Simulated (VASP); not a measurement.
# Si2Mo (I4/mmm) in VASP: relaxation of cell and atoms with LDA

Aim: the relaxation of cell and atoms of Si2Mo with LDA.

Program: VASP 6.6.1. These are calculated values, not measurements. Logs are shortened: lines on timing, memory, paths and dates and some standing lists are left out, and cuts for length are marked.

## Step 1: The cell of the first run

Symmetry: I4/mmm, No. 139, tetragonal system. Conventional cell: a = 3.204 Å, b = 3.204 Å, c = 7.816 Å, α = 90.00°, β = 90.00°, γ = 90.00°. Within 3.4 Å of Si (site symmetry 4mm) lie 9 Si at 2.57 to 3.20 Å and 5 Mo at 2.61 to 2.62 Å. Mo (site symmetry 4/mmm) has 10 Si at 2.61 to 2.62 Å and 4 Mo at 3.20 Å within 3.4 Å.

## Step 2: Relaxation of cell and atoms, LDA

The input, INCAR:

```
  ALGO = Normal
  EDIFF = 1E-6
  EDIFFG = -0.002
  ENCUT = 600
  GGA = CA
  IBRION = 2
  ISIF = 3
  ISMEAR = 0
  LASPH = True
  LCHARG = False
  LREAL = False
  LUSENCCL = False
  LWAVE = False
  NELM = 60
  NSW = 100
  PREC = Accurate
  SIGMA = 0.1
```

The input, KPOINTS:

```
k-points
0
Gamma
  18 18 18
```

The input, POSCAR:

```
Si2Mo
1.0
   -1.6021322800      1.6021322800      3.9080959800
    1.6021322800     -1.6021322800      3.9080959800
    1.6021322800      1.6021322800     -3.9080959800
Si Mo
2 1
Direct
    0.6645706300      0.6645706300      0.0000000000
    0.3354293700      0.3354293700      0.0000000000
    0.0000000000      0.0000000000      0.0000000000
```

Potentials or basis: VASP PAW LDA potentials, release 64 (Si, Mo_sv).

Launch:

```
> cat potpaw_LDA.64/Si/POTCAR potpaw_LDA.64/Mo_sv/POTCAR > POTCAR
> mpirun -np 1 vasp_std > vasp.out
```

OUTCAR:

```text
EDIFF = 1E-6
   EDIFFG = -0.002
   ENCUT = 600
   GGA = CA
   IBRION = 2
   ISIF = 3
   ISMEAR = 0
   LASPH = True
   LREAL = False
   NELM = 60
   NSW = 100
   PREC = Accurate

 ion  position               nearest neighbor table
   1  0.665  0.665  0.000-   2 2.57   3 2.61   3 2.61   3 2.61   3 2.61   3 2.62   2 2.63   2 2.63
                             2 2.63   2 2.63
   2  0.335  0.335  0.000-   1 2.57   3 2.61   3 2.61   3 2.61   3 2.61   3 2.62   1 2.63   1 2.63
                             1 2.63   1 2.63
   3  0.000  0.000  0.000-   2 2.61   1 2.61   1 2.61   1 2.61   1 2.61   2 2.61   2 2.61   2 2.61
                             1 2.62   2 2.62

  LATTYP: Found a body centered tetragonal cell.
 ALAT       =     3.2042645600
 C/A-ratio  =     2.4393091811

  Lattice vectors:

 A1 = (  -1.6021322800,   1.6021322800,   3.9080959800)
 A2 = (   1.6021322800,  -1.6021322800,   3.9080959800)
 A3 = (   1.6021322800,   1.6021322800,  -3.9080959800)

Analysis of symmetry for initial positions (statically):
=====================================================================
 Subroutine PRICEL returns:
 Original cell was already a primitive cell.

 Routine SETGRP: Setting up the symmetry group for a
 body centered tetragonal supercell.

 Subroutine GETGRP returns: Found 16 space group operations
 (whereof 16 operations were pure point group operations)
 out of a pool of 16 trial point group operations.

The static configuration has the point symmetry D_4h.

Analysis of symmetry for dynamics (positions and initial velocities):
=====================================================================
 Subroutine PRICEL returns:
 Original cell was already a primitive cell.

 Routine SETGRP: Setting up the symmetry group for a
 body centered tetragonal supercell.

 Subroutine GETGRP returns: Found 16 space group operations
 (whereof 16 operations were pure point group operations)
 out of a pool of 16 trial point group operations.

The dynamic configuration has the point symmetry D_4h.

 Subroutine INISYM returns: Found 16 space group operations
 (whereof 16 operations are pure point group operations),
 and found     1 'primitive' translations

----------------------------------------------------------------------------------------

                                     Primitive cell

  volume of cell :      40.1256

  direct lattice vectors                    reciprocal lattice vectors
    -1.602132280  1.602132280  3.908095980     0.000000000  0.312084093  0.127939539
     1.602132280 -1.602132280  3.908095980     0.312084093  0.000000000  0.127939539
     1.602132280  1.602132280 -3.908095980     0.312084093  0.312084093  0.000000000

  length of vectors
     4.517396360  4.517396360  4.517396360     0.337290686  0.337290686  0.441353557

  position of ions in fractional coordinates (direct lattice)
     0.664570630  0.664570630  0.000000000
     0.335429370  0.335429370  0.000000000
     0.000000000  0.000000000  0.000000000

  ion indices of the primitive-cell ions
   primitive index   ion index
                 1           1
                 2           2
                 3           3

----------------------------------------------------------------------------------------

 KPOINTS: k-points

Automatic generation of k-mesh.
 Grid dimensions read from file:
 generate k-points for:   18   18   18

 Generating k-lattice:

  Cartesian coordinates                     Fractional coordinates (reciprocal lattice)
     0.000000000  0.017338005  0.007107752     0.055555556  0.000000000 -0.000000000
     0.017338005  0.000000000  0.007107752     0.000000000  0.055555556 -0.000000000
     0.017338005  0.017338005  0.000000000     0.000000000  0.000000000  0.055555556

  Length of vectors
     0.018738371  0.018738371  0.024519642

  Shift w.r.t. Gamma in fractional coordinates (k-lattice)
     0.000000000  0.000000000  0.000000000

 Subroutine IBZKPT returns following result:
 ===========================================

 Found    480 irreducible k-points:

 Following reciprocal coordinates:
            Coordinates               Weight
  0.000000  0.000000  0.000000      1.000000
  0.055556  0.000000  0.000000      8.000000
  0.111111  0.000000  0.000000      8.000000
  0.166667  0.000000  0.000000      8.000000
  0.222222  0.000000  0.000000      8.000000
  0.277778  0.000000  0.000000      8.000000
[... 16 lines left out ...]
 -0.277778  0.055556  0.000000     16.000000
 -0.222222  0.055556  0.000000     16.000000
 [... further k-points ...]
   k-points           NKPTS =    480   k-points in BZ     NKDIM =    480   number of bands    NBANDS=     15
   number of dos      NEDOS =    301   number of ions     NIONS =      3
   total plane-waves  NPLWV =  46656
   dimension x,y,z NGX =    36 NGY =   36 NGZ =   36
   dimension x,y,z NGXF=    72 NGYF=   72 NGZF=   72
   ions per type =               2   1
   NGX,Y,Z   is equivalent  to a cutoff of  13.25, 13.25, 13.25 a.u.
   NGXF,Y,Z  is equivalent  to a cutoff of  26.50, 26.50, 26.50 a.u.
 SYSTEM =  unknown system
   PREC   = accura    normal or accurate (medium, high low for compatibility)
   ISTART =      0    job   : 0-new  1-cont  2-samecut
   ICHARG =      2    charge: 1-file 2-atom 10-const
   ISPIN  =      1    spin polarized calculation?
   LNONCOLLINEAR =      F non collinear calculations
   LSORBIT =      F    spin-orbit coupling
   LASPH  =      T    aspherical Exc in radial PAW
   ENCUT  =  600.0 eV  44.10 Ry    6.64 a.u.   9.02  9.02  9.02*2*pi/ulx,y,z
   NELM   =     60;   NELMIN=  2; NELMDL= -5     # of ELM steps
   EDIFF  = 0.1E-05   stopping-criterion for ELM
   LREAL  =      F    real-space projection
   EDIFFG = -.2E-02   stopping-criterion for IOM
   NSW    =    100    number of steps for IOM
   IBRION =      2    ionic relax: 0-MD 1-quasi-New 2-CG
   NFREE  =      1    steps in history (QN), initial steepest desc. (CG)
   ISIF   =      3    stress and relaxation
   ISYM   =      2    0-nonsym 1-usesym 2-fastsym
   POTIM  = 0.5000    time-step for ionic-motion
   TEBEG  =    0.0;   TEEND  =   0.0 temperature during run
   PSTRESS=    0.0 pullay stress
   NELECT =      22.0000    total number of electrons
   NUPDOWN=      -1.0000    fix difference up-down
   EMIN   =  10.00;   EMAX   =-10.00  energy-range for DOS
   EFERMI =   0.00;   METHOD = LEGACY
   ISMEAR =     0;   SIGMA  =   0.10  broadening in eV -4-tet -1-fermi 0-gaus
   EFERMI_NEDOS =   21; number of points for ismear=-14 and -15
   IALGO  =     38    algorithm
   IMIX   =      4    mixing-type and parameters
     AMIX     =   0.40;   BMIX     =  1.00
     AMIX_MAG =   1.60;   BMIX_MAG =  1.00
  volume/ion in A,a.u.               =      13.38        90.26
  Fermi-wavevector in a.u.,A,eV,Ry     =   1.339908  2.532060 24.427277  1.795354
  Thomas-Fermi vector in A             =   2.468263
   LORBIT       =      0    0 simple, 1 ext, 2 COOP (PROOUT), +10 PAW based schemes
   GGA     = CA    functional components
   LHFCALC =     F    Hartree Fock is set to
   AEXX    =    0.0000 exact exchange contribution
   IVDW    =     0    specifies the selected vdW correction
   LEPSILON=     F    determine dielectric tensor
   LRPA    =     F    only Hartree local field effects (RPA)
 conjugate gradient relaxation of ions
 non-spin polarized calculation
 Gauss-broadening in eV      SIGMA  =   0.10
  energy-cutoff  :      600.00
  volume of cell :       40.13
 maximum number of plane-waves:      1358
   NGX = 19   NGY = 19   NGZ = 19

--------------------------------------- Ionic step        1  -------------------------------------------

 number of electron      22.0000000 magnetization

 Free energy of the ion-electron system (eV)
  ---------------------------------------------------
  ext. energy  EPLUGINS =         0.00000000
  ---------------------------------------------------
  free energy    TOTEN  =       -25.80793769 eV

  energy without entropy =      -25.80675239  energy(sigma->0) =      -25.80734504

------------------------ aborting loop because EDIFF is reached ----------------------------------------

  FORCE on cell =-STRESS in cart. coord.  units (eV):
  Direction    XX          YY          ZZ          XY          YZ          ZX
  --------------------------------------------------------------------------------------
  -------------------------------------------------------------------------------------
  Total       -1.2162018     -1.2162018     -0.9287063      0.0000000      0.0000000      0.0000000
  in kB      -48.5617446    -48.5617446    -37.0823289      0.0000000      0.0000000      0.0000000
  external PRESSURE =     -44.7352727 kB  Pullay stress =       0.0000000 kB
[... 92 lines left out ...]
  FREE ENERGIE OF THE ION-ELECTRON SYSTEM (eV)
  ---------------------------------------------------
  free  energy   TOTEN  =       -25.8198909874 eV

  energy  without entropy=      -25.8186971131  energy(sigma->0) =      -25.81929405

[... ionic steps 4 to 10 ...]

--------------------------------------- Ionic step       11  -------------------------------------------

 number of electron      22.0000000 magnetization

------------------------ aborting loop because EDIFF is reached ----------------------------------------
[... 69 lines left out ...]
--------------------------------------- Ionic step       13  -------------------------------------------

 number of electron      22.0000000 magnetization

 Free energy of the ion-electron system (eV)
  ---------------------------------------------------
  ext. energy  EPLUGINS =         0.00000000
  ---------------------------------------------------
  free energy    TOTEN  =       -25.82021111 eV

  energy without entropy =      -25.81901449  energy(sigma->0) =      -25.81961280

 E-fermi :  12.5472     XC(G=0): -12.6645

 val. band max:       12.5467723020   @ k =  -0.3333  -0.3333   0.2778
 cond. band min:      12.5491227439   @ k =  -0.0556   0.0556   0.0000
 fundamental gap:      0.0023504419
 Fermi energy:        12.5471778855

 k-point     1 :       0.0000    0.0000    0.0000
  band No.  band energies     occupation
      1     -47.7879      2.00000
      2     -22.1496      2.00000
      3     -22.0561      2.00000
      4     -22.0561      2.00000
      5      -0.9899      2.00000
      6       6.0338      2.00000
      7       9.1832      2.00000
      8       9.3570      2.00000
      9       9.8797      2.00000
     10       9.8797      2.00000
     11      12.9328      0.00000
     12      15.7406      0.00000
     13      15.8234      0.00000
     14      16.1279      0.00000
[... 401 lines left out ...]
      2     -22.1746      2.00000
      3     -22.1385      2.00000
      4     -22.0534      2.00000
      5      -0.1064      2.00000
      6       6.1332      2.00000
      7       7.4266      2.00000
      8       9.2409      2.00000
      9       9.8983      2.00000
     10      10.7334      2.00000
     11      11.2147      2.00000
     12      14.4335      0.00000
     13      14.8332      0.00000
     14      16.7445      0.00000
     15      17.0155      0.00000

 [... further k-points ...]
[... 5 lines left out ...]
  --------------------------------------------------------------------------------------
  -------------------------------------------------------------------------------------
  Total       -0.0007877     -0.0007877      0.0018402      0.0000000      0.0000000      0.0000000
  in kB       -0.0321240     -0.0321240      0.0750452      0.0000000      0.0000000      0.0000000
  external PRESSURE =       0.0035990 kB  Pullay stress =       0.0000000 kB
[... 18 lines left out ...]
  FREE ENERGIE OF THE ION-ELECTRON SYSTEM (eV)
  ---------------------------------------------------
  free  energy   TOTEN  =       -25.8202111146 eV

  energy  without entropy=      -25.8190144911  energy(sigma->0) =      -25.81961280

 reached required accuracy - stopping structural energy minimisation
```

It took 56 min on 1 × NVIDIA H100 80GB with 1 thread of AMD EPYC 7R13 (Zen 3), shared host; peak memory 1.5 GiB.

Results:

- Free energy: -25.8202 eV
- Relaxed volume: 13.10 Å³/atom
- Relaxed cell: a = 4.494 Å, b = 4.494 Å, c = 4.494 Å, α = 138.60°, β = 138.60°, γ = 59.99°
- Space group after relaxing (to 0.1 Å): I4/mmm (No. 139)
- Energy gained by relaxing: 4.1 meV/atom
- Ionic steps: 13
- Pressure after relaxing: 0.0 GPa
- Band gap on the k mesh: zero (bands 11 and 12 overlap by 0.94 eV)

Step by step:
| step | energy change (eV) | largest force (eV/Å) | pressure (GPa) | volume (Å³) |
| --- | --- | --- | --- | --- |
| 1 | 0.0000 | 0.0112 | -4.47 | 40.13 |
| 2 | 0.0205 | 0.1390 | 8.29 | 38.00 |
| 3 | -0.0120 | 0.0424 | 0.02 | 39.30 |
| 4 | -0.0120 | 0.0438 | 0.08 | 39.29 |
| 5 | -0.0122 | 0.0029 | 0.03 | 39.28 |
| 6 | -0.0123 | 0.0136 | 0.05 | 39.28 |
| 7 | -0.0123 | 0.0146 | 0.05 | 39.28 |
| 8 | -0.0122 | 0.0287 | 0.08 | 39.29 |
| 9 | -0.0123 | 0.0153 | 0.05 | 39.28 |
| 10 | -0.0123 | 0.0029 | -0.05 | 39.30 |
| 11 | -0.0123 | 0.0040 | -0.04 | 39.30 |
| 12 | -0.0123 | 0.0048 | -0.05 | 39.30 |
| 13 | -0.0123 | 0.0017 | 0.00 | 39.29 |

Final structure:
```
Si Mo
1.0
    -1.58857    1.58857    3.89206
     1.58857   -1.58857    3.89206
     1.58857    1.58857   -3.89206
Si Mo
2 1
Direct
  0.66482 0.66482 0.00000
  0.33518 0.33518 0.00000
  0.00000 0.00000 0.00000
```
